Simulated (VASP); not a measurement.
# Te (P6/mmm) in VASP: notebook, part 2 of 2

VASP 6.6.1.

### Step 4. Relaxation of cell and atoms, PBE

This run uses another cell than the first one, of 35.08 Å³/atom.

File INCAR:

```
SYSTEM = Te
PREC     = Accurate       ! precision mode
ENCUT    = 600            ! plane-wave cutoff, eV
EDIFF    = 1E-6           ! SCF threshold, eV
ISMEAR   = 0              ! smearing method
SIGMA    = 0.1            ! smearing width, eV
LREAL    = .FALSE.        ! projectors in reciprocal space
LASPH    = .TRUE.         ! aspherical terms in the spheres
NELM     = 100            ! most SCF steps
ALGO     = Normal         ! electronic algorithm
ISIF     = 3              ! what is computed and relaxed
LWAVE    = .FALSE.        ! write WAVECAR
LCHARG   = .FALSE.        ! write CHGCAR
GGA      = PE             ! functional
IBRION   = 2              ! ionic algorithm
NSW      = 90             ! ionic steps
EDIFFG   = -0.04          ! ionic threshold
```

File KPOINTS:

```
regular mesh
0
G
  3 3 6
  0 0 0
```

File POSCAR:

```
Te
1.0
    8.6234563832      0.0000000000      0.0000000000
   -4.3117281916      7.4681322963      0.0000000000
    0.0000000000      0.0000000000      3.2681234742
Te
6
Direct
    0.2068978667      0.4137957334      0.0000000000
    0.5862042666      0.7931021333      0.0000000000
    0.2068978667      0.7931021333      0.0000000000
    0.7931021333      0.5862042666      0.0000000000
    0.4137957334      0.2068978667      0.0000000000
    0.7931021333      0.2068978667      0.0000000000
```

Potentials or basis: VASP PAW PBE potentials, release 64 (Te).

Command:

```
$ cat potpaw_PBE.64/Te/POTCAR > POTCAR
$ mpirun -np 1 vasp_std > vasp.out
```

OUTCAR:

```text
SYSTEM = Te
   PREC = Accurate
   ENCUT = 600
   EDIFF = 1E-6
   ISMEAR = 0
   LREAL = .FALSE.
   LASPH = .TRUE.
   NELM = 100
   ISIF = 3
   GGA = PE
   IBRION = 2
   NSW = 90
   EDIFFG = -0.04

 ion  position               nearest neighbor table
   1  0.207  0.414  0.000-   6 3.09   5 3.09   2 3.27   3 3.27
   2  0.586  0.793  0.000-   4 3.09   6 3.09   3 3.27   1 3.27
   3  0.207  0.793  0.000-   4 3.09   5 3.09   2 3.27   1 3.27
   4  0.793  0.586  0.000-   3 3.09   2 3.09   5 3.27   6 3.27
   5  0.414  0.207  0.000-   1 3.09   3 3.09   6 3.27   4 3.27
   6  0.793  0.207  0.000-   1 3.09   2 3.09   5 3.27   4 3.27

  LATTYP: Found a hexagonal cell.
 ALAT       =     8.6234563832
 C/A-ratio  =     0.3789806928

  Lattice vectors:

 A1 = (   8.6234563832,   0.0000000000,   0.0000000000)
 A2 = (  -4.3117281916,   7.4681322963,   0.0000000000)
 A3 = (   0.0000000000,   0.0000000000,   3.2681234742)

Analysis of symmetry for initial positions (statically):
=====================================================================
 Subroutine PRICEL returns:
 Original cell was already a primitive cell.

 Routine SETGRP: Setting up the symmetry group for a
 hexagonal supercell.

 Subroutine GETGRP returns: Found 24 space group operations
 (whereof 24 operations were pure point group operations)
 out of a pool of 24 trial point group operations.

The static configuration has the point symmetry D_6h.

Analysis of symmetry for dynamics (positions and initial velocities):
=====================================================================
 Subroutine PRICEL returns:
 Original cell was already a primitive cell.

 Routine SETGRP: Setting up the symmetry group for a
 hexagonal supercell.

 Subroutine GETGRP returns: Found 24 space group operations
 (whereof 24 operations were pure point group operations)
 out of a pool of 24 trial point group operations.

[... 101 lines left out ...]
   ISIF   =      3    stress and relaxation
   ISYM   =      2    0-nonsym 1-usesym 2-fastsym
   POTIM  = 0.5000    time-step for ionic-motion
   TEBEG  =    0.0;   TEEND  =   0.0 temperature during run
   PSTRESS=    0.0 pullay stress
   NELECT =      36.0000    total number of electrons
   NUPDOWN=      -1.0000    fix difference up-down
   EMIN   =  10.00;   EMAX   =-10.00  energy-range for DOS
   EFERMI =   0.00;   METHOD = LEGACY
   ISMEAR =     0;   SIGMA  =   0.10  broadening in eV -4-tet -1-fermi 0-gaus
   EFERMI_NEDOS =   21; number of points for ismear=-14 and -15
   IALGO  =     38    algorithm
   IMIX   =      4    mixing-type and parameters
     AMIX     =   0.40;   BMIX     =  1.00
     AMIX_MAG =   1.60;   BMIX_MAG =  1.00
  volume/ion in A,a.u.               =      35.08       236.72
  Fermi-wavevector in a.u.,A,eV,Ry     =   0.908751  1.717291 11.236085  0.825829
  Thomas-Fermi vector in A             =   2.032715
   LORBIT       =      0    0 simple, 1 ext, 2 COOP (PROOUT), +10 PAW based schemes
   GGA     = PE    functional components
   LHFCALC =     F    Hartree Fock is set to
   AEXX    =    0.0000 exact exchange contribution
   IVDW    =     0    specifies the selected vdW correction
   LEPSILON=     F    determine dielectric tensor
   LRPA    =     F    only Hartree local field effects (RPA)
 conjugate gradient relaxation of ions
 non-spin polarized calculation
 Gauss-broadening in eV      SIGMA  =   0.10
  energy-cutoff  :      600.00
  volume of cell :      210.47
 maximum number of plane-waves:      7093
 NGX is ok and might be reduce to    70
   NGX = 35   NGY = 35   NGZ = 13

--------------------------------------- Ionic step        1  -------------------------------------------

 number of electron      35.9999995 magnetization

 Free energy of the ion-electron system (eV)
  ---------------------------------------------------
  ext. energy  EPLUGINS =         0.00000000
  ---------------------------------------------------
  free energy    TOTEN  =       -17.89327820 eV

  energy without entropy =      -17.87650180  energy(sigma->0) =      -17.88489000

------------------------ aborting loop because EDIFF is reached ----------------------------------------

  FORCE on cell =-STRESS in cart. coord.  units (eV):
  Direction    XX          YY          ZZ          XY          YZ          ZX
  --------------------------------------------------------------------------------------
  -------------------------------------------------------------------------------------
  Total       -0.7311761     -0.7311761      0.6397104      0.0000000     -0.0000000      0.0000000
  in kB       -5.5659685     -5.5659685      4.8696997      0.0000000     -0.0000000      0.0000000
  external PRESSURE =      -2.0874124 kB  Pullay stress =       0.0000000 kB
[... 227 lines left out ...]
--------------------------------------- Ionic step        7  -------------------------------------------

 number of electron      35.9999997 magnetization

 Free energy of the ion-electron system (eV)
  ---------------------------------------------------
  ext. energy  EPLUGINS =         0.00000000
  ---------------------------------------------------
  free energy    TOTEN  =       -17.90441027 eV

  energy without entropy =      -17.89879724  energy(sigma->0) =      -17.90160375

 E-fermi :   5.6638     XC(G=0):  -8.8723

 val. band max:        5.5844742275   @ k =   0.0000   0.0000   0.1667
 cond. band min:       5.7757213603   @ k =   0.3333   0.3333   0.1667
 fundamental gap:      0.1912471328
 Fermi energy:         5.6638267939

 k-point     1 :       0.0000    0.0000    0.0000
  band No.  band energies     occupation
      1      -7.8570      2.00000
      2      -6.2779      2.00000
      3      -6.2779      2.00000
      4      -6.1448      2.00000
      5      -5.5180      2.00000
      6      -5.5180      2.00000
[... 322 lines left out ...]
  FREE ENERGIE OF THE ION-ELECTRON SYSTEM (eV)
  ---------------------------------------------------
  free  energy   TOTEN  =       -17.9044102727 eV

  energy  without entropy=      -17.8987972368  energy(sigma->0) =      -17.90160375

 reached required accuracy - stopping structural energy minimisation
```

CONTCAR:

```text
Te
   1.00000000000000
     8.5775289641758405    0.0000000000000000    0.0000000000000000
    -4.2887644820879203    7.4283579846944754    0.0000000000000000
     0.0000000000000000    0.0000000000000000    3.2940900567368696
  Te
     6
Direct
     0.2082361000084538    0.4164722000169147    1.0000000000000000
     0.5835277999830853    0.7917638999915462    0.0000000000000000
     0.2082361000084538    0.7917638999915462    0.0000000000000000
     0.7917638999915462    0.5835277999830853    0.0000000000000000
     0.4164722000169147    0.2082361000084538    1.0000000000000000
     0.7917638999915462    0.2082361000084538    1.0000000000000000

  0.00000000E+00  0.00000000E+00  0.00000000E+00
  0.00000000E+00  0.00000000E+00  0.00000000E+00
  0.00000000E+00  0.00000000E+00  0.00000000E+00
  0.00000000E+00  0.00000000E+00  0.00000000E+00
  0.00000000E+00  0.00000000E+00  0.00000000E+00
  0.00000000E+00  0.00000000E+00  0.00000000E+00
```

It took 2.9 min on 1 thread of AMD EPYC 9R45 (Zen 5), shared host; peak memory 0.37 GiB.

Results:

```yaml
Free_energy: -17.9044 eV
Relaxed_volume: 34.98 Å³/atom
Relaxed_cell: a = 8.578 Å, b = 8.578 Å, c = 3.294 Å, α = 90.00°, β = 90.00°, γ = 120.00°
Space_group_after_relaxing_to_0.1_Å: P6/mmm (No. 191)
Energy_gained_by_relaxing: 1.9 meV/atom
Ionic_steps: 7
Pressure_after_relaxing: 0.0 GPa
Band_gap_on_the_k_mesh: zero (bands 18 and 19 overlap by 3.03 eV)
```

The path:
```csv
step,energy change (eV),largest force (eV/Å),pressure (GPa),volume (Å³)
1,0.0000,0.0469,-0.21,210.47
2,-0.0074,0.0619,0.09,209.07
3,-0.0075,0.0628,0.12,208.95
4,-0.0088,0.0543,0.00,209.57
5,-0.0093,0.0449,-0.12,210.20
6,-0.0103,0.0309,-0.10,210.10
7,-0.0111,0.0000,-0.03,209.89
```

Final structure:
```yaml
crystal:
  lattice:
    - [8.57753, 0.00000, 0.00000]
    - [-4.28876, 7.42836, 0.00000]
    - [0.00000, 0.00000, 3.29409]
  atoms:
    - { symbol: Te, position: [0.20824, 0.41647, 0.00000] }
    - { symbol: Te, position: [0.58353, 0.79176, 0.00000] }
    - { symbol: Te, position: [0.20824, 0.79176, 0.00000] }
    - { symbol: Te, position: [0.79176, 0.58353, 0.00000] }
    - { symbol: Te, position: [0.41647, 0.20824, 0.00000] }
    - { symbol: Te, position: [0.79176, 0.20824, 0.00000] }
```

Caveat: spin-orbit coupling is left out, which moves the levels of the heavy elements.

### Step 5. Overview

| task | cell | k mesh | cutoff (eV) | gap on the mesh (eV) | pressure (GPa) | relaxed volume (Å³/atom) |
| --- | --- | --- | --- | --- | --- | --- |
| relaxation of cell and atoms | relaxed from a = 7.086, b = 7.086, c = 5.263 Å, angles 90.0, 90.0, 120.0°, 6 atoms, atomic positions A | 3 × 3 × 4 | 600 | none | 0.0 | 50.97 |
| single point | a = 8.799, b = 8.799, c = 3.151 Å, angles 90.0, 90.0, 120.0°, 6 atoms, atomic positions B | 6 × 6 × 12 | 520 | none | 0.0 | - |
| relaxation of cell and atoms | relaxed from a = 8.623, b = 8.623, c = 3.268 Å, angles 90.0, 90.0, 120.0°, 6 atoms, atomic positions C | 3 × 3 × 6 | 600 | none | 0.0 | 34.98 |

Alike in all rows: level PBE; potentials or basis VASP PAW PBE potentials, release 64 (Te); no spin polarisation; smearing gaussian 0.1 eV.

Caveats: spin-orbit coupling is left out, which moves the levels of the heavy elements; the volume moved by over 15 % at a fixed basis, so the end points are rough (at least some runs); this functional lacks dispersion, which binds layers or chains, so the pressure and a relaxed spacing across them are unreliable (at least some runs).

Absolute energies hang on the potentials; compare differences alone.

The gap in the log of VASP goes by the Fermi energy; the results here count the filled bands.